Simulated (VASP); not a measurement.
# BN (F-43m) in VASP: a series of runs, part 2 of 2

VASP 6.6.1. The steps go on from the part before.

## Step 3: Single point, r2SCAN (strain +1.0%)

Contents of POSCAR:

```
BN
1.0
    0.0000000000      1.8232337647      1.8232337647
    1.8232337647      0.0000000000      1.8232337647
    1.8232337647      1.8232337647      0.0000000000
B N
1 1
Direct
    0.0000000000      0.0000000000      0.0000000000
    0.2500000000      0.2500000000      0.2500000000
```

Contents of INCAR.step1:

```
PREC     = Accurate       # precision mode
ENCUT    = 520            # plane-wave cutoff, eV
ISMEAR   = 0              # smearing method
SIGMA    = 0.01           # smearing width, eV
LREAL    = F              # projectors in reciprocal space
LASPH    = T              # aspherical terms in the spheres
NELM     = 60             # most SCF steps
NBANDS   = 11             # bands
GGA      = PE             # functional
ALGO     = Normal         # electronic algorithm
EDIFF    = 1E-4           # SCF threshold, eV
LWAVE    = T              # write WAVECAR
LCHARG   = F              # write CHGCAR
```

Contents of INCAR.step2:

```
PREC     = Accurate       # precision mode
ENCUT    = 520            # plane-wave cutoff, eV
EDIFF    = 1E-6           # SCF threshold, eV
ISMEAR   = 0              # smearing method
SIGMA    = 0.01           # smearing width, eV
LREAL    = F              # projectors in reciprocal space
LASPH    = T              # aspherical terms in the spheres
NELM     = 60             # most SCF steps
ALGO     = Normal         # electronic algorithm
ISIF     = 2              # what is computed and relaxed
LWAVE    = F              # write WAVECAR
LCHARG   = F              # write CHGCAR
METAGGA  = R2SCAN         # meta-GGA
LMIXTAU  = T            
NBANDS   = 11             # bands
ISTART   = 1
```

Contents of KPOINTS:

```
regular mesh
0
Gamma
  12 12 12
```

Potentials or basis: VASP PAW PBE potentials, release 64 (B, N).

On the command line:

```console
cat potpaw_PBE.64/B/POTCAR potpaw_PBE.64/N/POTCAR > POTCAR
cp INCAR.step1 INCAR
mpirun -np 1 vasp_std > vasp.out
cp INCAR.step2 INCAR
mpirun -np 1 vasp_std > vasp.out
```

OUTCAR:

```text
PREC = Accurate
   ENCUT = 520
   EDIFF = 1E-6
   ISMEAR = 0
   LREAL = F
   LASPH = T
   NELM = 60
   ISIF = 2
   METAGGA = R2SCAN
   ISTART = 1

 ion  position               nearest neighbor table
   1  0.000  0.000  0.000-   2 1.58   2 1.58   2 1.58   2 1.58
   2  0.250  0.250  0.250-   1 1.58   1 1.58   1 1.58   1 1.58

  LATTYP: Found a face centered cubic cell.
 ALAT       =     3.6464675294

  Lattice vectors:

 A1 = (   0.0000000000,   1.8232337647,   1.8232337647)
 A2 = (   1.8232337647,   0.0000000000,   1.8232337647)
 A3 = (   1.8232337647,   1.8232337647,   0.0000000000)

Analysis of symmetry for initial positions (statically):
=====================================================================
 Subroutine PRICEL returns:
 Original cell was already a primitive cell.

 Routine SETGRP: Setting up the symmetry group for a
 face centered cubic supercell.

 Subroutine GETGRP returns: Found 24 space group operations
 (whereof 24 operations were pure point group operations)
 out of a pool of 48 trial point group operations.

The static configuration has the point symmetry T_d .

Analysis of symmetry for dynamics (positions and initial velocities):
=====================================================================
 Subroutine PRICEL returns:
 Original cell was already a primitive cell.

 Routine SETGRP: Setting up the symmetry group for a
 face centered cubic supercell.

 Subroutine GETGRP returns: Found 24 space group operations
 (whereof 24 operations were pure point group operations)
 out of a pool of 48 trial point group operations.

The dynamic configuration has the point symmetry T_d .

 Subroutine INISYM returns: Found 24 space group operations
 (whereof 24 operations are pure point group operations),
 and found     1 'primitive' translations

----------------------------------------------------------------------------------------

[... 118 lines left out ...]
   LHFCALC =     F    Hartree Fock is set to
   AEXX    =    0.0000 exact exchange contribution
   IVDW    =     0    specifies the selected vdW correction
   LEPSILON=     F    determine dielectric tensor
   LRPA    =     F    only Hartree local field effects (RPA)
 non-spin polarized calculation
 Gauss-broadening in eV      SIGMA  =   0.01
  energy-cutoff  :      520.00
  volume of cell :       12.12
 maximum number of plane-waves:       335
   NGX =  9   NGY =  9   NGZ =  9

 number of electron       8.0000000 magnetization

 Free energy of the ion-electron system (eV)
  ---------------------------------------------------
  ext. energy  EPLUGINS =         0.00000000
  ---------------------------------------------------
  free energy    TOTEN  =       -19.16183308 eV

  energy without entropy =      -19.16183308  energy(sigma->0) =      -19.16183308

 E-fermi :   6.9876     XC(G=0): -13.5089

 val. band max:        6.9260805593   @ k =   0.0000   0.0000   0.0000
 cond. band min:      11.8695452179   @ k =   0.5000   0.5000   0.0000
 fundamental gap:      4.9434646586
 Fermi energy:         6.9875566755

 k-point     1 :       0.0000    0.0000    0.0000
  band No.  band energies     occupation
      1     -14.0665      2.00000
      2       6.9261      2.00000
      3       6.9261      2.00000
      4       6.9261      2.00000
      5      16.3248      0.00000
      6      16.3248      0.00000
      7      16.3248      0.00000
      8      17.5443      0.00000
      9      32.5485      0.00000
     10      35.3503      0.00000
     11      35.3503      0.00000
[... 309 lines left out ...]
 k-point    24 :      -0.4167    0.1667    0.0000
  band No.  band energies     occupation
      1      -9.5279      2.00000
      2      -3.2176      2.00000
      3       2.7165      2.00000
      4       4.3298      2.00000
      5      16.7861      0.00000
      6      19.6076      0.00000
      7      19.8329      0.00000
      8      23.3925      0.00000
      9      28.9450      0.00000
     10      33.1652      0.00000
     11      34.6237      0.00000

 [... further k-points ...]

------------------------ aborting loop because EDIFF is reached ----------------------------------------

  FORCE on cell =-STRESS in cart. coord.  units (eV):
  Direction    XX          YY          ZZ          XY          YZ          ZX
  --------------------------------------------------------------------------------------
  -------------------------------------------------------------------------------------
  Total       -0.7759683     -0.7759683     -0.7759683     -0.0000000      0.0000000     -0.0000000
  in kB     -102.5646055   -102.5646055   -102.5646055     -0.0000000      0.0000000     -0.0000000
  external PRESSURE =    -102.5646055 kB  Pullay stress =       0.0000000 kB

 VOLUME and BASIS-vectors are now :
 -----------------------------------------------------------------------------
  energy-cutoff  :      520.00
  volume of cell :       12.12
      direct lattice vectors                 reciprocal lattice vectors
     0.000000000  1.823233765  1.823233765    -0.274238010  0.274238010  0.274238010
     1.823233765  0.000000000  1.823233765     0.274238010 -0.274238010  0.274238010
     1.823233765  1.823233765  0.000000000     0.274238010  0.274238010 -0.274238010

 POSITION                                       TOTAL-FORCE (eV/Angst)
 -----------------------------------------------------------------------------------
      0.00000      0.00000      0.00000        -0.000000     -0.000000     -0.000000
      0.91162      0.91162      0.91162         0.000000      0.000000      0.000000
 -----------------------------------------------------------------------------------
    total drift:                                0.000000      0.000000      0.000000

  FREE ENERGIE OF THE ION-ELECTRON SYSTEM (eV)
  ---------------------------------------------------
  free  energy   TOTEN  =       -19.1618330824 eV

  energy  without entropy=      -19.1618330824  energy(sigma->0) =      -19.16183308
```

OUTCAR.step1:

```text
PREC = Accurate
   ENCUT = 520
   ISMEAR = 0
   LREAL = F
   LASPH = T
[... 556 lines left out ...]
 -----------------------------------------------------------------------------------
      0.00000      0.00000      0.00000        -0.000000     -0.000000      0.000000
      0.91162      0.91162      0.91162         0.000000      0.000000     -0.000000
 -----------------------------------------------------------------------------------
    total drift:                               -0.000000     -0.000000     -0.000000

  FREE ENERGIE OF THE ION-ELECTRON SYSTEM (eV)
  ---------------------------------------------------
  free  energy   TOTEN  =       -17.4472433956 eV

  energy  without entropy=      -17.4472433956  energy(sigma->0) =      -17.44724340
```

OSZICAR.step1:

```text
N       E                     dE             d eps       ncg     rms          rms(c)
DAV:   1     0.987793107450E+01    0.98779E+01   -0.50434E+03  1648   0.726E+02
DAV:   2    -0.178684267341E+02   -0.27746E+02   -0.26962E+02  1962   0.164E+02
DAV:   3    -0.183724962188E+02   -0.50407E+00   -0.50312E+00  1893   0.186E+01
DAV:   4    -0.183730860604E+02   -0.58984E-03   -0.58983E-03  1674   0.727E-01
DAV:   5    -0.183730866205E+02   -0.56014E-06   -0.56010E-06  1683   0.217E-02    0.656E+00
DAV:   6    -0.175244496802E+02    0.84864E+00   -0.29792E+00  1656   0.984E+00    0.318E+00
DAV:   7    -0.174605129670E+02    0.63937E-01   -0.93157E-02  1764   0.255E+00    0.189E+00
DAV:   8    -0.174469979642E+02    0.13515E-01   -0.34444E-02  1757   0.134E+00    0.179E-01
DAV:   9    -0.174471526191E+02   -0.15465E-03   -0.10155E-03  1680   0.257E-01    0.811E-02
DAV:  10    -0.174472433956E+02   -0.90776E-04   -0.12625E-04  1723   0.959E-02
   1 F= -.17447243E+02 E0= -.17447243E+02  d E =-.368039E-49
```

Run time: 31 s. Hardware: 1 thread of AMD EPYC 7R13 (Zen 3), shared host; peak memory 0.1 GiB.

What came out:

- Free energy: -19.1618 eV
- Pressure: -10.3 GPa
- Band gap on the k mesh: 4.94 eV (least direct gap 9.40 eV)

Caveat: the cell differs from its parent crystal (strain +1.0%); the cell stands under tension; the PAW data sets were made with another functional, which shifts forces and pressure a little.
